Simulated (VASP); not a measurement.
Here is a VASP 6.6.1 calculation.

INCAR

```
PREC = Accurate
ENCUT = 600
EDIFF = 1E-6
ISMEAR = -1
SIGMA = 0.05
LREAL = False
LASPH = True
NELM = 80
ALGO = Normal
ISIF = 3
LWAVE = False
LCHARG = False
GGA = B5
ALDAX = 1.0
AGGAX = 1.0
AGGAC = 1.0
ALDAC = 0.0
IVDW = 13
VDW_S6 = 1.0
VDW_S8 = 2.34076671
VDW_A1 = 0.44488865
VDW_A2 = 4.0933009
IBRION = 2
NSW = 60
EDIFFG = -0.01
```

Contents of KPOINTS:

```
Automatic mesh
0
Gamma
  10 10 10
```

POSCAR

```
BAs
1.0
    0.0000000000      2.3885000000      2.3885000000
    2.3885000000      0.0000000000      2.3885000000
    2.3885000000      2.3885000000      0.0000000000
As B
1 1
Direct
    0.7500000000      0.7500000000      0.7500000000
    0.0000000000      0.0000000000      0.0000000000
```

Potentials or basis: VASP PAW PBE potentials, release 64 (As, B).

The run is started by

```bash
$ cat potpaw_PBE.64/As/POTCAR potpaw_PBE.64/B/POTCAR > POTCAR
$ mpirun -np 1 vasp_std > vasp.out
```

**Question.** What does it give for the relaxed volume?

**Answer.** 13.60 Å³/atom.

**Question.** Estimate the relaxed cell.

**Answer.** a = 3.376 Å, b = 3.376 Å, c = 3.376 Å, α = 60.00°, β = 60.00°, γ = 60.00°.

**Question.** Estimate the dispersion energy per atom.

**Answer.** -0.729 eV.

Final structure:
```
As B
1.0
     0.00000    2.38693    2.38693
     2.38693    0.00000    2.38693
     2.38693    2.38693    0.00000
As B
1 1
Direct
  0.75000 0.75000 0.75000
  0.00000 0.00000 0.00000
```

Caveat: the PAW data sets were made with another functional, which shifts forces and pressure a little.
